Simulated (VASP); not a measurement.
# Si2P3 (R-3m) in VASP: a series of runs

Runs on Si2P3. Level: PBE. Tasks: single point.

All numbers are computed with VASP 6.6.1; they aren't measurements. Logs are shortened: lines on timing, memory, paths and dates and some standing lists are left out, and cuts for length are marked.

## 1. The cell of the first run

The structure is trigonal, space group R-3m (No. 166). Conventional cell: a = 4.242 Å, b = 4.242 Å, c = 16.491 Å, α = 90.00°, β = 90.00°, γ = 120.00°. Within 3.2 Å of Si (site symmetry 3m) lie 7 P at 2.42 to 2.70 Å. Within 3.2 Å of P (site symmetry 3m) lie 4 Si at 2.42 to 2.45 Å and 4 P at 2.77 to 2.92 Å. P (site symmetry -3m) has 6 Si at 2.70 Å and 6 P at 2.77 Å within 3.6 Å.

The cell was built from a structure type or drawn by symmetry, and may not be a known phase.

## 2. Single point, PBE

Input file INCAR:

```
SYSTEM = Si2P3
PREC = Accurate
ENCUT = 500
EDIFF = 1E-6
ISMEAR = 0
SIGMA = 0.2
LREAL = .False.
LASPH = .True.
NELM = 120
ALGO = Normal
ISIF = 2
LWAVE = .False.
LCHARG = .False.
GGA = PE
NBANDS = 20
GGA_COMPAT = .False.
```

Input file KPOINTS:

```
Automatic mesh
0
Gamma
  4 4 4
  0 0 0
```

Input file POSCAR:

```
Si2P3
1.0
    2.1211230986      1.2246309920      5.4970985254
   -2.1211230986      1.2246309920      5.4970985254
    0.0000000000     -2.4492619840      5.4970985254
Si P
2 3
Direct
    0.2646541564      0.2646541564      0.2646541564
    0.7353458436      0.7353458436      0.7353458436
    0.5886093953      0.5886093953      0.5886093953
    0.4113906047      0.4113906047      0.4113906047
    0.0000000000      0.0000000000      0.0000000000
```

Potentials or basis: VASP PAW PBE potentials, release 64 (Si, P).

On the command line:

```
> cat potpaw_PBE.64/Si/POTCAR potpaw_PBE.64/P/POTCAR > POTCAR
> mpirun -np 1 vasp_std > vasp.out
```

OUTCAR:

```text
SYSTEM = Si2P3
   PREC = Accurate
   ENCUT = 500
   EDIFF = 1E-6
   ISMEAR = 0
   LREAL = .False.
   LASPH = .True.
   NELM = 120
   ISIF = 2
   GGA = PE

 ion  position               nearest neighbor table
   1  0.265  0.265  0.265-   4 2.42   3 2.45   3 2.45   3 2.45   5 2.70   5 2.70   5 2.70
   2  0.735  0.735  0.735-   3 2.42   4 2.45   4 2.45   4 2.45   5 2.70   5 2.70   5 2.70
   3  0.589  0.589  0.589-   2 2.42   1 2.45   1 2.45   1 2.45   5 2.77   5 2.77   5 2.77   4 2.92

   4  0.411  0.411  0.411-   1 2.42   2 2.45   2 2.45   2 2.45   5 2.77   5 2.77   5 2.77   3 2.92

   5  0.000  0.000  0.000-   2 2.70   2 2.70   1 2.70   1 2.70   2 2.70   1 2.70   3 2.77   4 2.77
                             3 2.77   4 2.77   3 2.77   4 2.77

  LATTYP: Found a trigonal (rhomboedric) cell.
 ALAT       =     6.0180542091
 COS(alpha) =     0.7515439642

  Lattice vectors:

 A1 = (   2.1211230986,   1.2246309920,   5.4970985254)
 A2 = (  -2.1211230986,   1.2246309920,   5.4970985254)
 A3 = (   0.0000000000,  -2.4492619840,   5.4970985254)

Analysis of symmetry for initial positions (statically):
=====================================================================
 Subroutine PRICEL returns:
 Original cell was already a primitive cell.

 Routine SETGRP: Setting up the symmetry group for a
 trigonal (rhombohedral) supercell.

 Subroutine GETGRP returns: Found 12 space group operations
 (whereof 12 operations were pure point group operations)
 out of a pool of 12 trial point group operations.

The static configuration has the point symmetry D_3d.

Analysis of symmetry for dynamics (positions and initial velocities):
=====================================================================
 Subroutine PRICEL returns:
 Original cell was already a primitive cell.

 Routine SETGRP: Setting up the symmetry group for a
 trigonal (rhombohedral) supercell.

 Subroutine GETGRP returns: Found 12 space group operations
 (whereof 12 operations were pure point group operations)
 out of a pool of 12 trial point group operations.

The dynamic configuration has the point symmetry D_3d.

 Subroutine INISYM returns: Found 12 space group operations
 (whereof 12 operations are pure point group operations),
 and found     1 'primitive' translations

----------------------------------------------------------------------------------------

                                     Primitive cell

  volume of cell :      85.6754

  direct lattice vectors                    reciprocal lattice vectors
     2.121123099  1.224630992  5.497098525     0.235724179  0.136095418  0.060638050
    -2.121123099  1.224630992  5.497098525    -0.235724179  0.136095418  0.060638050
     0.000000000 -2.449261984  5.497098525     0.000000000 -0.272190836  0.060638050

  length of vectors
     6.018054209  6.018054209  6.018054209     0.278863451  0.278863451  0.278863451

  position of ions in fractional coordinates (direct lattice)
     0.264654156  0.264654156  0.264654156
     0.735345844  0.735345844  0.735345844
     0.588609395  0.588609395  0.588609395
     0.411390605  0.411390605  0.411390605
     0.000000000  0.000000000  0.000000000

  ion indices of the primitive-cell ions
   primitive index   ion index
                 1           1
                 2           2
                 3           3
                 4           4
                 5           5

----------------------------------------------------------------------------------------

 KPOINTS: Automatic mesh

Automatic generation of k-mesh.
 Grid dimensions read from file:
 generate k-points for:    4    4    4

 Generating k-lattice:

  Cartesian coordinates                     Fractional coordinates (reciprocal lattice)
     0.058931045  0.034023854  0.015159512     0.250000000  0.000000000  0.000000000
    -0.058931045  0.034023854  0.015159512     0.000000000  0.250000000  0.000000000
     0.000000000 -0.068047709  0.015159512     0.000000000  0.000000000  0.250000000

  Length of vectors
     0.069715863  0.069715863  0.069715863

  Shift w.r.t. Gamma in fractional coordinates (k-lattice)
     0.000000000  0.000000000  0.000000000

 Subroutine IBZKPT returns following result:
 ===========================================

 Found     13 irreducible k-points:

 Following reciprocal coordinates:
            Coordinates               Weight
  0.000000  0.000000  0.000000      1.000000
  0.250000  0.000000  0.000000      6.000000
  0.500000  0.000000  0.000000      3.000000
  0.250000  0.250000  0.000000      6.000000
  0.500000  0.250000  0.000000     12.000000
 -0.250000  0.250000  0.000000      6.000000
  0.500000  0.500000  0.000000      3.000000
  0.250000  0.250000  0.250000      2.000000
  0.500000  0.250000  0.250000      6.000000
 -0.250000  0.250000  0.250000      6.000000
  0.500000  0.500000  0.250000      6.000000
 -0.250000  0.500000  0.250000      6.000000
  0.500000  0.500000  0.500000      1.000000
   k-points           NKPTS =     13   k-points in BZ     NKDIM =     13   number of bands    NBANDS=     20
   number of dos      NEDOS =    301   number of ions     NIONS =      5
   total plane-waves  NPLWV = 110592
   dimension x,y,z NGX =    48 NGY =   48 NGZ =   48
   dimension x,y,z NGXF=    96 NGYF=   96 NGZF=   96
   ions per type =               2   3
   NGX,Y,Z   is equivalent  to a cutoff of  13.26, 13.26, 13.26 a.u.
   NGXF,Y,Z  is equivalent  to a cutoff of  26.52, 26.52, 26.52 a.u.
 SYSTEM =  Si2P3
   PREC   = accura    normal or accurate (medium, high low for compatibility)
   ISTART =      0    job   : 0-new  1-cont  2-samecut
   ICHARG =      2    charge: 1-file 2-atom 10-const
   ISPIN  =      1    spin polarized calculation?
   LNONCOLLINEAR =      F non collinear calculations
   LSORBIT =      F    spin-orbit coupling
   LASPH  =      T    aspherical Exc in radial PAW
   ENCUT  =  500.0 eV  36.75 Ry    6.06 a.u.  10.97 10.97 10.97*2*pi/ulx,y,z
   NELM   =    120;   NELMIN=  2; NELMDL= -5     # of ELM steps
   EDIFF  = 0.1E-05   stopping-criterion for ELM
   LREAL  =      F    real-space projection
   EDIFFG = 0.1E-04   stopping-criterion for IOM
   NSW    =      0    number of steps for IOM
   IBRION =     -1    ionic relax: 0-MD 1-quasi-New 2-CG
   NFREE  =      0    steps in history (QN), initial steepest desc. (CG)
   ISIF   =      2    stress and relaxation
   ISYM   =      2    0-nonsym 1-usesym 2-fastsym
   POTIM  = 0.5000    time-step for ionic-motion
   TEBEG  =    0.0;   TEEND  =   0.0 temperature during run
   PSTRESS=    0.0 pullay stress
   NELECT =      23.0000    total number of electrons
   NUPDOWN=      -1.0000    fix difference up-down
   EMIN   =  10.00;   EMAX   =-10.00  energy-range for DOS
   EFERMI =   0.00;   METHOD = LEGACY
   ISMEAR =     0;   SIGMA  =   0.20  broadening in eV -4-tet -1-fermi 0-gaus
   EFERMI_NEDOS =   21; number of points for ismear=-14 and -15
   IALGO  =     38    algorithm
   IMIX   =      4    mixing-type and parameters
     AMIX     =   0.40;   BMIX     =  1.00
     AMIX_MAG =   1.60;   BMIX_MAG =  1.00
  volume/ion in A,a.u.               =      17.14       115.63
  Fermi-wavevector in a.u.,A,eV,Ry     =   1.056085  1.995711 15.174785  1.115315
  Thomas-Fermi vector in A             =   2.191307
   LORBIT       =      0    0 simple, 1 ext, 2 COOP (PROOUT), +10 PAW based schemes
   GGA     = PE    functional components
   LHFCALC =     F    Hartree Fock is set to
   AEXX    =    0.0000 exact exchange contribution
   IVDW    =     0    specifies the selected vdW correction
   LEPSILON=     F    determine dielectric tensor
   LRPA    =     F    only Hartree local field effects (RPA)
 non-spin polarized calculation
 Gauss-broadening in eV      SIGMA  =   0.20
  energy-cutoff  :      500.00
  volume of cell :       85.68
 maximum number of plane-waves:      2192
 NGX is ok and might be reduce to    48
   NGX = 21   NGY = 21   NGZ = 21

 number of electron      22.9999999 magnetization

 Free energy of the ion-electron system (eV)
  ---------------------------------------------------
  ext. energy  EPLUGINS =         0.00000000
  ---------------------------------------------------
  free energy    TOTEN  =       -24.62105570 eV

  energy without entropy =      -24.57272834  energy(sigma->0) =      -24.59689202

 E-fermi :   7.9595     XC(G=0): -10.3066

 val. band max:        7.8297716778   @ k =  -0.2500   0.2500   0.0000
 cond. band min:       8.0342634507   @ k =   0.5000   0.5000   0.0000
 fundamental gap:      0.2044917728
 Fermi energy:         7.9595062792

 k-point     1 :       0.0000    0.0000    0.0000
  band No.  band energies     occupation
      1      -7.7237      2.00000
      2      -3.5469      2.00000
      3      -0.7058      2.00000
      4       2.2916      2.00000
      5       2.7431      2.00000
      6       3.0820      2.00000
[... 12 lines left out ...]
     19      13.5496      0.00000
     20      13.5496      0.00000

 k-point     2 :       0.2500    0.0000    0.0000
  band No.  band energies     occupation
      1      -7.0796      2.00000
      2      -3.3263      2.00000
      3      -1.7339      2.00000
      4      -0.1653      2.00000
      5       1.4579      2.00000
      6       1.6378      2.00000
[... 12 lines left out ...]
     19      12.7923      0.00000
     20      13.3085      0.00000

 k-point     3 :       0.5000    0.0000    0.0000
  band No.  band energies     occupation
      1      -5.4111      2.00000
      2      -4.9677      2.00000
      3      -2.1114      2.00000
      4      -0.5097      2.00000
      5       0.2066      2.00000
      6       0.8623      2.00000
[... 12 lines left out ...]
     19      13.8654      0.00000
     20      14.0970      0.00000

 k-point     4 :       0.2500    0.2500    0.0000
  band No.  band energies     occupation
      1      -7.0430      2.00000
      2      -3.4804      2.00000
      3      -1.7844      2.00000
      4       0.0282      2.00000
      5       1.3317      2.00000
      6       1.6866      2.00000
[... 176 lines left out ...]
 k-point    12 :      -0.2500    0.5000    0.2500
  band No.  band energies     occupation
      1      -5.6192      2.00000
      2      -4.0793      2.00000
      3      -3.0942      2.00000
      4      -1.6904      2.00000
      5       0.4529      2.00000
      6       2.3614      2.00000
[... 12 lines left out ...]
     19      13.5649      0.00000
     20      13.6466      0.00000

 k-point    13 :       0.5000    0.5000    0.5000
  band No.  band energies     occupation
      1      -7.5106      2.00000
      2      -4.5484      2.00000
      3       0.6098      2.00000
      4       2.0463      2.00000
      5       2.8596      2.00000
      6       2.8596      2.00000
[... 12 lines left out ...]
     19      12.5747      0.00000
     20      13.2110      0.00000

------------------------ aborting loop because EDIFF is reached ----------------------------------------

  FORCE on cell =-STRESS in cart. coord.  units (eV):
  Direction    XX          YY          ZZ          XY          YZ          ZX
  --------------------------------------------------------------------------------------
  -------------------------------------------------------------------------------------
  Total       -0.1589822     -0.1589822      0.2937506      0.0000000     -0.0000000      0.0000000
  in kB       -2.9730573     -2.9730573      5.4933017      0.0000000     -0.0000000      0.0000000
  external PRESSURE =      -0.1509376 kB  Pullay stress =       0.0000000 kB

 VOLUME and BASIS-vectors are now :
 -----------------------------------------------------------------------------
  energy-cutoff  :      500.00
  volume of cell :       85.68
      direct lattice vectors                 reciprocal lattice vectors
     2.121123099  1.224630992  5.497098525     0.235724179  0.136095418  0.060638050
    -2.121123099  1.224630992  5.497098525    -0.235724179  0.136095418  0.060638050
     0.000000000 -2.449261984  5.497098525     0.000000000 -0.272190836  0.060638050

 POSITION                                       TOTAL-FORCE (eV/Angst)
 -----------------------------------------------------------------------------------
      0.00000      0.00000      4.36449         0.000000     -0.000000      0.060224
      0.00000      0.00000     12.12681         0.000000      0.000000     -0.060224
      0.00000      0.00000      9.70693         0.000000     -0.000000     -0.012140
      0.00000      0.00000      6.78436         0.000000     -0.000000      0.012140
      0.00000      0.00000      0.00000         0.000000     -0.000000      0.000000
 -----------------------------------------------------------------------------------
    total drift:                                0.000000     -0.000000     -0.000000

  FREE ENERGIE OF THE ION-ELECTRON SYSTEM (eV)
  ---------------------------------------------------
  free  energy   TOTEN  =       -24.6210556995 eV

  energy  without entropy=      -24.5727283391  energy(sigma->0) =      -24.59689202
```

Run time: 59 s. Hardware: 1 thread of AMD EPYC 7R43 (Zen 3), shared host; peak memory 0.25 GiB.

Results:

```
Free energy            : -24.6211 eV
Pressure               : 0.0 GPa
Largest force          : 0.060 eV/Å
Band gap on the k mesh : zero (an odd number of electrons rules out a gap without spin polarisation)
```

Forces on the atoms (eV/Å):
```
Si   0.000  0.000  0.060
Si   0.000  0.000 -0.060
P    0.000  0.000 -0.012
P    0.000  0.000  0.012
P    0.000  0.000  0.000
```

Caveat: the k points lie up to 0.44 Å⁻¹ apart, too coarse for converged energies and pressures of a metal.

## 3. Single point, PBE

This run uses another cell than the first one, of 17.91 Å³/atom.

Input file INCAR:

```
PREC = Accurate ; ENCUT = 500
EDIFF = 1E-6 ; ISMEAR = 0
SIGMA = 0.2 ; LREAL = F
LASPH = T ; NELM = 120
ALGO = Normal ; ISIF = 2
LWAVE = F ; LCHARG = F
GGA = PE ; NBANDS = 20
GGA_COMPAT = F
```

Input file KPOINTS:

```
Automatic mesh
0
Gamma
  4 4 4
```

Input file POSCAR:

```
Si2P3
1.0
    2.5906105249      1.4956896852      3.8523791915
   -2.5906105249      1.4956896852      3.8523791915
    0.0000000000     -2.9913793666      3.8523791930
Si P
2 3
Direct
    0.0000000000      0.0000000000      0.0000000000
    0.5000000000      0.5000000000      0.5000000000
    0.0000000000      0.0000000000      0.5000000000
    0.5000000000      0.0000000000      0.0000000000
    0.0000000000      0.5000000000      0.0000000000
```

Potentials or basis: VASP PAW PBE potentials, release 64 (Si, P).

On the command line:

```
> cat potpaw_PBE.64/Si/POTCAR potpaw_PBE.64/P/POTCAR > POTCAR
> mpirun -np 1 vasp_std > vasp.out
```

Wall time 24 s (1 thread of AMD EPYC 7R43 (Zen 3), shared host); peak memory 0.16 GiB.

The run converged. Its results:

| Property | Result |
| --- | --- |
| Free energy | -23.9073 eV |
| Pressure | 0.0 GPa |
| Band gap on the k mesh | zero (an odd number of electrons rules out a gap without spin polarisation) |

Stress tensor (GPa, compression positive):
```
-0.25  0.00  0.00
 0.00 -0.25  0.00
 0.00  0.00  0.36
```

Levels at points of the mesh, in eV from the Fermi level:
| k point | band 8 | band 9 | band 10 | band 11 | band 12 | band 13 | band 14 | band 15 |
| --- | --- | --- | --- | --- | --- | --- | --- | --- |
| (0.00, 0.00, 0.00) | -4.71 | -4.43 | -3.26 | -3.26 | 0.86 | 1.99 | 2.38 | 2.38 |
| (0.50, 0.00, 0.00) | -3.17 | -2.95 | -2.14 | -2.08 | -1.09 | 0.23 | 0.75 | 1.29 |
| (0.50, 0.50, 0.00) | -2.94 | -2.51 | -2.06 | -1.00 | -0.15 | 0.46 | 1.09 | 1.45 |
| (0.50, 0.50, 0.50) | -6.14 | -1.19 | -1.19 | 0.50 | 0.56 | 0.79 | 0.79 | 3.49 |

Caveat: the k points lie up to 0.38 Å⁻¹ apart, too coarse for converged energies and pressures of a metal.
